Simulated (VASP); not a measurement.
Here is a VASP 6.6.1 calculation.

File POSCAR:

```
BaTiO3
1.0
    2.7842690785      1.6074985019      2.2802030090
   -2.7842690785      1.6074985019      2.2802030090
    0.0000000000     -3.2149970039      2.2802030090
Ba Ti O
1 1 3
Direct
   -0.0012714832     -0.0012714832     -0.0012714832
    0.4876653681      0.4876653681      0.4876653681
    0.5087818074      0.5087818074      0.0152425002
    0.0152425002      0.5087818074      0.5087818074
    0.5087818074      0.0152425002      0.5087818074
```

INCAR.step1

```
ALGO     = Normal         # electronic algorithm
EDIFF    = 1E-4           # SCF threshold, eV
ENCUT    = 600            # plane-wave cutoff, eV
GGA      = PE             # functional
ISMEAR   = 0              # smearing method
LASPH    = T              # aspherical terms in the spheres
LCHARG   = F              # write CHGCAR
LREAL    = F              # projectors in reciprocal space
LWAVE    = T              # write WAVECAR
NELM     = 60             # most SCF steps
PREC     = Accurate       # precision mode
SIGMA    = 0.02           # smearing width, eV
```

INCAR.step2

```
ALGO     = Normal         # electronic algorithm
EDIFF    = 1E-6           # SCF threshold, eV
EDIFFG   = -0.01          # ionic threshold
ENCUT    = 600            # plane-wave cutoff, eV
IBRION   = 2              # ionic algorithm
ISIF     = 4              # what is computed and relaxed
ISMEAR   = 0              # smearing method
ISTART   = 1            
LASPH    = T              # aspherical terms in the spheres
LCHARG   = F              # write CHGCAR
LMIXTAU  = T            
LREAL    = F              # projectors in reciprocal space
LWAVE    = F              # write WAVECAR
METAGGA  = R2SCAN         # meta-GGA
NELM     = 60             # most SCF steps
NSW      = 50             # ionic steps
PREC     = Accurate       # precision mode
SIGMA    = 0.02           # smearing width, eV
```

The input KPOINTS:

```
k-points
0
Gamma
  6 6 6
```

Potentials or basis: VASP PAW PBE potentials, release 64 (Ba_sv, Ti_sv, O).

Launch:

```console
$ cat potpaw_PBE.64/Ba_sv/POTCAR potpaw_PBE.64/Ti_sv/POTCAR potpaw_PBE.64/O/POTCAR > POTCAR
$ cp INCAR.step1 INCAR
$ mpirun -np 1 vasp_std > vasp.out
$ cp INCAR.step2 INCAR
$ mpirun -np 1 vasp_std > vasp.out
```

Estimate the band gap on the k mesh.

2.32 eV (least direct gap 2.46 eV).

Forces on the atoms (eV/Å):
```
Ba   0.000  0.000  0.003
Ti   0.000  0.000  0.009
O    0.000 -0.004 -0.004
O    0.004  0.002 -0.004
O   -0.004  0.002 -0.004
```

Caveat: the PAW data sets were made with another functional, which shifts forces and pressure a little; spin-orbit coupling is left out, which moves the levels of the heavy elements. A k mesh can miss the band edges.
